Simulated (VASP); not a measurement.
# Ru (Fm-3m) in VASP: further runs

Ru is run at these levels: BLYP; tasks: single point.

Everything below comes from runs of VASP 6.6.1. Logs are shortened: lines on timing, memory, paths and dates and some standing lists are left out, and cuts for length are marked.

**1. The cell of the first run**

Symmetry: Fm-3m, No. 225, cubic system. Conventional cell: a = 3.923 Å, b = 3.923 Å, c = 3.923 Å, α = 90.00°, β = 90.00°, γ = 90.00°. Ru (site symmetry m-3m) has 12 Ru at 2.77 Å within 3.7 Å.

**2. Single point, BLYP (volume scaled by 1.04)**

INCAR

```
  PREC = Accurate
  ENCUT = 520
  EDIFF = 1E-6
  ISMEAR = -1
  SIGMA = 0.1
  LREAL = False
  LASPH = True
  NELM = 100
  ALGO = Normal
  ISIF = 2
  LWAVE = False
  LCHARG = False
  GGA = B5
  ALDAX = 1.0
  AGGAX = 1.0
  AGGAC = 1.0
  ALDAC = 0.0
  NBANDS = 13
```

KPOINTS

```
Automatic mesh
0
Gamma
  16 16 16
```

POSCAR

```
Ru
1.0
    0.0000000000      1.9614216955      1.9614216955
    1.9614216955      0.0000000000      1.9614216955
    1.9614216955      1.9614216955      0.0000000000
Ru
1
Direct
    0.0000000000      0.0000000000      0.0000000000
```

Potentials or basis: VASP PAW PBE potentials, release 64 (Ru_pv).

Run with:

```sh
> cat potpaw_PBE.64/Ru_pv/POTCAR > POTCAR
> mpirun -np 1 vasp_std > vasp.out
```

OUTCAR:

```text
PREC = Accurate
   ENCUT = 520
   EDIFF = 1E-6
   ISMEAR = -1
   LREAL = False
   LASPH = True
   NELM = 100
   ISIF = 2
   GGA = B5

 ion  position               nearest neighbor table
   1  0.000  0.000  0.000-

  LATTYP: Found a face centered cubic cell.
 ALAT       =     3.9228433910

  Lattice vectors:

 A1 = (   0.0000000000,   1.9614216955,   1.9614216955)
 A2 = (   1.9614216955,   0.0000000000,   1.9614216955)
 A3 = (   1.9614216955,   1.9614216955,   0.0000000000)

Analysis of symmetry for initial positions (statically):
=====================================================================
 Subroutine PRICEL returns:
 Original cell was already a primitive cell.

 Routine SETGRP: Setting up the symmetry group for a
 face centered cubic supercell.

 Subroutine GETGRP returns: Found 48 space group operations
 (whereof 48 operations were pure point group operations)
 out of a pool of 48 trial point group operations.

The static configuration has the point symmetry O_h .

Analysis of symmetry for dynamics (positions and initial velocities):
=====================================================================
 Subroutine PRICEL returns:
 Original cell was already a primitive cell.

 Routine SETGRP: Setting up the symmetry group for a
 face centered cubic supercell.

 Subroutine GETGRP returns: Found 48 space group operations
 (whereof 48 operations were pure point group operations)
 out of a pool of 48 trial point group operations.

The dynamic configuration has the point symmetry O_h .

 Subroutine INISYM returns: Found 48 space group operations
 (whereof 48 operations are pure point group operations),
 and found     1 'primitive' translations

----------------------------------------------------------------------------------------

                                     Primitive cell

  volume of cell :      15.0919

  direct lattice vectors                    reciprocal lattice vectors
     0.000000000  1.961421695  1.961421695    -0.254917135  0.254917135  0.254917135
     1.961421695  0.000000000  1.961421695     0.254917135 -0.254917135  0.254917135
     1.961421695  1.961421695  0.000000000     0.254917135  0.254917135 -0.254917135

  length of vectors
     2.773869163  2.773869163  2.773869163     0.441529430  0.441529430  0.441529430

  position of ions in fractional coordinates (direct lattice)
     0.000000000  0.000000000  0.000000000

  ion indices of the primitive-cell ions
   primitive index   ion index
                 1           1

----------------------------------------------------------------------------------------

 KPOINTS: Automatic mesh

Automatic generation of k-mesh.
 Grid dimensions read from file:
 generate k-points for:   16   16   16

 Generating k-lattice:

  Cartesian coordinates                     Fractional coordinates (reciprocal lattice)
    -0.015932321  0.015932321  0.015932321     0.062500000  0.000000000  0.000000000
     0.015932321 -0.015932321  0.015932321     0.000000000  0.062500000  0.000000000
     0.015932321  0.015932321 -0.015932321     0.000000000  0.000000000  0.062500000

  Length of vectors
     0.027595589  0.027595589  0.027595589

  Shift w.r.t. Gamma in fractional coordinates (k-lattice)
     0.000000000  0.000000000  0.000000000

 Subroutine IBZKPT returns following result:
 ===========================================

 Found    145 irreducible k-points:

 Following reciprocal coordinates:
            Coordinates               Weight
  0.000000  0.000000  0.000000      1.000000
  0.062500  0.000000  0.000000      8.000000
  0.125000  0.000000  0.000000      8.000000
  0.187500  0.000000  0.000000      8.000000
  0.250000  0.000000  0.000000      8.000000
  0.312500  0.000000  0.000000      8.000000
[... 16 lines left out ...]
 -0.125000  0.062500  0.000000     24.000000
 -0.062500  0.062500  0.000000     12.000000
 [... further k-points ...]
   k-points           NKPTS =    145   k-points in BZ     NKDIM =    145   number of bands    NBANDS=     13
   number of dos      NEDOS =    301   number of ions     NIONS =      1
   total plane-waves  NPLWV =  13824
   dimension x,y,z NGX =    24 NGY =   24 NGZ =   24
   dimension x,y,z NGXF=    48 NGYF=   48 NGZF=   48
   ions per type =               1
   NGX,Y,Z   is equivalent  to a cutoff of  14.38, 14.38, 14.38 a.u.
   NGXF,Y,Z  is equivalent  to a cutoff of  28.77, 28.77, 28.77 a.u.
 SYSTEM =  unknown system
   PREC   = accura    normal or accurate (medium, high low for compatibility)
   ISTART =      0    job   : 0-new  1-cont  2-samecut
   ICHARG =      2    charge: 1-file 2-atom 10-const
   ISPIN  =      1    spin polarized calculation?
   LNONCOLLINEAR =      F non collinear calculations
   LSORBIT =      F    spin-orbit coupling
   LASPH  =      T    aspherical Exc in radial PAW
   ENCUT  =  520.0 eV  38.22 Ry    6.18 a.u.   5.16  5.16  5.16*2*pi/ulx,y,z
   NELM   =    100;   NELMIN=  2; NELMDL= -5     # of ELM steps
   EDIFF  = 0.1E-05   stopping-criterion for ELM
   LREAL  =      F    real-space projection
   EDIFFG = 0.1E-04   stopping-criterion for IOM
   NSW    =      0    number of steps for IOM
   IBRION =     -1    ionic relax: 0-MD 1-quasi-New 2-CG
   NFREE  =      0    steps in history (QN), initial steepest desc. (CG)
   ISIF   =      2    stress and relaxation
   ISYM   =      2    0-nonsym 1-usesym 2-fastsym
   POTIM  = 0.5000    time-step for ionic-motion
   TEBEG  =    0.0;   TEEND  =   0.0 temperature during run
   PSTRESS=    0.0 pullay stress
   NELECT =      14.0000    total number of electrons
   NUPDOWN=      -1.0000    fix difference up-down
   EMIN   =  10.00;   EMAX   =-10.00  energy-range for DOS
   EFERMI =   0.00;   METHOD = LEGACY
   ISMEAR =    -1;   SIGMA  =   0.10  broadening in eV -4-tet -1-fermi 0-gaus
   EFERMI_NEDOS =   21; number of points for ismear=-14 and -15
   IALGO  =     38    algorithm
   IMIX   =      4    mixing-type and parameters
     AMIX     =   0.40;   BMIX     =  1.00
     AMIX_MAG =   1.60;   BMIX_MAG =  1.00
  volume/ion in A,a.u.               =      15.09       101.84
  Fermi-wavevector in a.u.,A,eV,Ry     =   1.596626  3.017186 34.684171  2.549215
  Thomas-Fermi vector in A             =   2.694359
   LORBIT       =      0    0 simple, 1 ext, 2 COOP (PROOUT), +10 PAW based schemes
   GGA     = B5    functional components
   LHFCALC =     F    Hartree Fock is set to
   AEXX    =    0.0000 exact exchange contribution
   IVDW    =     0    specifies the selected vdW correction
   LEPSILON=     F    determine dielectric tensor
   LRPA    =     F    only Hartree local field effects (RPA)
 non-spin polarized calculation
  energy-cutoff  :      520.00
  volume of cell :       15.09
 maximum number of plane-waves:       419
 NGX is ok and might be reduce to    24
   NGX = 11   NGY = 11   NGZ = 11

 number of electron      14.0000002 magnetization

 Free energy of the ion-electron system (eV)
  ---------------------------------------------------
  ext. energy  EPLUGINS =         0.00000000
  ---------------------------------------------------
  free energy    TOTEN  =        -7.82484299 eV

  energy without entropy =       -7.78223170  energy(sigma->0) =       -7.80353734

 E-fermi :  11.4759     XC(G=0): -12.8154

 val. band max:       11.4714135571   @ k =  -0.4375   0.4375   0.0625
 cond. band min:      11.4913129882   @ k =  -0.2500   0.2500   0.0625
 fundamental gap:      0.0198994311
 Fermi energy:        11.4758757916

 k-point     1 :       0.0000    0.0000    0.0000
  band No.  band energies     occupation
      1     -30.7973      2.00000
      2     -30.7973      2.00000
      3     -30.7973      2.00000
      4       4.3768      2.00000
      5       9.2391      2.00000
      6       9.2391      2.00000
      7       9.2391      2.00000
      8      11.2989      1.70875
      9      11.2989      1.70875
     10      21.8133      0.00000
     11      26.8219      0.00000
     12      31.8841      0.00000
     13      31.8841      0.00000

 k-point     2 :       0.0625    0.0000    0.0000
  band No.  band energies     occupation
      1     -30.8272      2.00000
      2     -30.8013      2.00000
      3     -30.8013      2.00000
      4       4.5275      2.00000
      5       9.1693      2.00000
      6       9.2998      2.00000
      7       9.2998      2.00000
      8      11.2638      1.78573
      9      11.2638      1.78573
     10      21.8133      0.00000
     11      27.0540      0.00000
     12      31.1371      0.00000
     13      32.1150      0.00000

 k-point     3 :       0.1250    0.0000    0.0000
  band No.  band energies     occupation
      1     -30.9117      2.00000
      2     -30.8127      2.00000
      3     -30.8127      2.00000
      4       4.9539      2.00000
      5       9.0038      2.00000
      6       9.4510      2.00000
      7       9.4510      2.00000
      8      11.1973      1.88379
      9      11.1973      1.88379
     10      21.8132      0.00000
     11      27.6619      0.00000
     12      29.6238      0.00000
     13      32.7806      0.00000
[... 305 lines left out ...]
 k-point    23 :      -0.1250    0.0625    0.0000
  band No.  band energies     occupation
      1     -30.9617      2.00000
      2     -30.8411      2.00000
      3     -30.8123      2.00000
      4       5.2679      2.00000
      5       8.8470      2.00000
      6       9.5608      2.00000
      7       9.5875      2.00000
      8      10.9493      1.98972
      9      11.4014      1.35595
     10      21.8132      0.00000
     11      28.0742      0.00000
     12      29.0710      0.00000
     13      32.3017      0.00000

 k-point    24 :      -0.0625    0.0625    0.0000
  band No.  band energies     occupation
      1     -30.8690      2.00000
      2     -30.8189      2.00000
      3     -30.8028      2.00000
      4       4.7714      2.00000
      5       9.0393      2.00000
      6       9.3834      2.00000
      7       9.4297      2.00000
      8      11.1092      1.95017
      9      11.3232      1.64305
     10      21.8133      0.00000
     11      27.4174      0.00000
     12      30.4162      0.00000
     13      31.9784      0.00000

 [... further k-points ...]
[... 5 lines left out ...]
  --------------------------------------------------------------------------------------
  -------------------------------------------------------------------------------------
  Total       -0.8334191     -0.8334191     -0.8334191      0.0000000     -0.0000000      0.0000000
  in kB      -88.4771526    -88.4771526    -88.4771526      0.0000000     -0.0000000      0.0000000
  external PRESSURE =     -88.4771526 kB  Pullay stress =       0.0000000 kB

 VOLUME and BASIS-vectors are now :
 -----------------------------------------------------------------------------
  energy-cutoff  :      520.00
  volume of cell :       15.09
      direct lattice vectors                 reciprocal lattice vectors
     0.000000000  1.961421695  1.961421695    -0.254917135  0.254917135  0.254917135
     1.961421695  0.000000000  1.961421695     0.254917135 -0.254917135  0.254917135
     1.961421695  1.961421695  0.000000000     0.254917135  0.254917135 -0.254917135

 POSITION                                       TOTAL-FORCE (eV/Angst)
 -----------------------------------------------------------------------------------
      0.00000      0.00000      0.00000         0.000000      0.000000      0.000000
 -----------------------------------------------------------------------------------
    total drift:                               -0.000000      0.000000     -0.000000

  FREE ENERGIE OF THE ION-ELECTRON SYSTEM (eV)
  ---------------------------------------------------
  free  energy   TOTEN  =        -7.8248429882 eV

  energy  without entropy=       -7.7822316963  energy(sigma->0) =       -7.80353734
```

It took 19 s on 1 thread of Intel Xeon Platinum 8375C at 2.90GHz (Ice Lake), shared host; peak memory 0.15 GiB.

What came out:

| Property | Result |
| --- | --- |
| Free energy | -7.8248 eV |
| Pressure | -8.8 GPa |
| Band gap on the k mesh | zero (band 7 reaches 13.33 eV, above the bottom of band 8 at 10.31 eV) |

Levels at points of the mesh, in eV from the Fermi level:
```
           k point  band 5  band 6  band 7  band 8  band 9  band 10
(0.00, 0.00, 0.00)   -2.24   -2.24   -2.24   -0.18   -0.18    10.34
(0.50, 0.00, 0.00)   -2.33   -2.33    1.26    1.42    1.42     8.84
(0.50, 0.50, 0.00)   -5.06    1.37    1.85    1.85    3.58    10.33
```

Caveat: the PAW data sets were made with another functional, which shifts forces and pressure a little.

**3. Single point, BLYP (volume scaled by 1.08)**

INCAR

```
SYSTEM = Ru
PREC     = Accurate       ! precision mode
ENCUT    = 520            ! plane-wave cutoff, eV
EDIFF    = 1E-6           ! SCF threshold, eV
ISMEAR   = -1             ! smearing method
SIGMA    = 0.1            ! smearing width, eV
LREAL    = .False.        ! projectors in reciprocal space
LASPH    = .True.         ! aspherical terms in the spheres
NELM     = 100            ! most SCF steps
ALGO     = Normal         ! electronic algorithm
ISIF     = 2              ! what is computed and relaxed
LWAVE    = .False.        ! write WAVECAR
LCHARG   = .False.        ! write CHGCAR
GGA      = B5             ! functional
ALDAX    = 1.0          
AGGAX    = 1.0          
AGGAC    = 1.0          
ALDAC    = 0.0          
NBANDS   = 13             ! bands
```

KPOINTS

```
Automatic mesh
0
Gamma
  16 16 16
  0 0 0
```

POSCAR

```
Ru
1.0
    0.0000000000      1.9862524542      1.9862524542
    1.9862524542      0.0000000000      1.9862524542
    1.9862524542      1.9862524542      0.0000000000
Ru
1
Direct
    0.0000000000      0.0000000000      0.0000000000
```

Potentials or basis: VASP PAW PBE potentials, release 64 (Ru_pv).

Run with:

```sh
> cat potpaw_PBE.64/Ru_pv/POTCAR > POTCAR
> mpirun -np 1 vasp_std > vasp.out
```

It took 18 s on 1 thread of Intel Xeon Platinum 8375C at 2.90GHz (Ice Lake), shared host; peak memory 0.16 GiB.

Results (log left out):

```
Free energy            : -7.7792 eV
Pressure               : -16.2 GPa
Band gap on the k mesh : zero (band 7 reaches 12.60 eV, above the bottom of band 8 at 9.77 eV)
```

Levels at points of the mesh, in eV from the Fermi level:
```
           k point  band 5  band 6  band 7  band 8  band 9  band 10
(0.00, 0.00, 0.00)   -2.11   -2.11   -2.11   -0.17   -0.17    10.39
(0.50, 0.00, 0.00)   -2.20   -2.20    1.25    1.33    1.33     8.43
(0.50, 0.50, 0.00)   -4.78    1.28    1.74    1.74    3.49    10.38
```

Caveat: the PAW data sets were made with another functional, which shifts forces and pressure a little.

**4. Single point, BLYP (volume scaled by 1.12)**

Changes to INCAR since step 3:

```diff
@@ -8,3 +8,3 @@
 LASPH    = .True.         ! aspherical terms in the spheres
-NELM     = 100            ! most SCF steps
+NELM     = 60             ! most SCF steps
 ALGO     = Normal         ! electronic algorithm
```

KPOINTS

```
regular mesh
0
Gamma
  16 16 16
  0 0 0
```

POSCAR

```
Ru
1.0
    0.0000000000      2.0104774326      2.0104774326
    2.0104774326      0.0000000000      2.0104774326
    2.0104774326      2.0104774326      0.0000000000
Ru
1
Direct
    0.0000000000      0.0000000000      0.0000000000
```

Run with:

```sh
> cat potpaw_PBE.64/Ru_pv/POTCAR > POTCAR
> mpirun -np 1 vasp_std > vasp.out
```

Wall time 19 s (1 thread of Intel Xeon Platinum 8375C at 2.90GHz (Ice Lake), shared host); peak memory 0.16 GiB.

It converged, with:

```
Free energy            : -7.7100 eV
Pressure               : -22.0 GPa
Band gap on the k mesh : zero (band 7 reaches 11.92 eV, above the bottom of band 8 at 9.25 eV)
```

Levels at points of the mesh, in eV from the Fermi level:
```
           k point  band 5  band 6  band 7  band 8  band 9  band 10
(0.00, 0.00, 0.00)   -2.00   -2.00   -2.00   -0.17   -0.17    10.44
(0.50, 0.00, 0.00)   -2.08   -2.08    1.25    1.25    1.25     8.05
(0.50, 0.50, 0.00)   -4.53    1.20    1.63    1.63    3.41    10.42
```

Caveat: the PAW data sets were made with another functional, which shifts forces and pressure a little.

**5. Overview**

```tsv
cell	gap on the mesh (eV)	pressure (GPa)
a = 2.774 Å, angles 60.0°, 1 atom	none	-8.8
a = 2.809 Å, angles 60.0°, 1 atom	none	-16.2
a = 2.843 Å, angles 60.0°, 1 atom	none	-22.0
```

Alike in all rows: task single point; level BLYP; potentials or basis VASP PAW PBE potentials, release 64 (Ru_pv); no spin polarisation; k mesh 16 × 16 × 16; cutoff (eV) 520; smearing fermi-dirac 0.1 eV.

Caveats: the PAW data sets were made with another functional, which shifts forces and pressure a little.

Absolute energies hang on the potentials; compare differences alone.
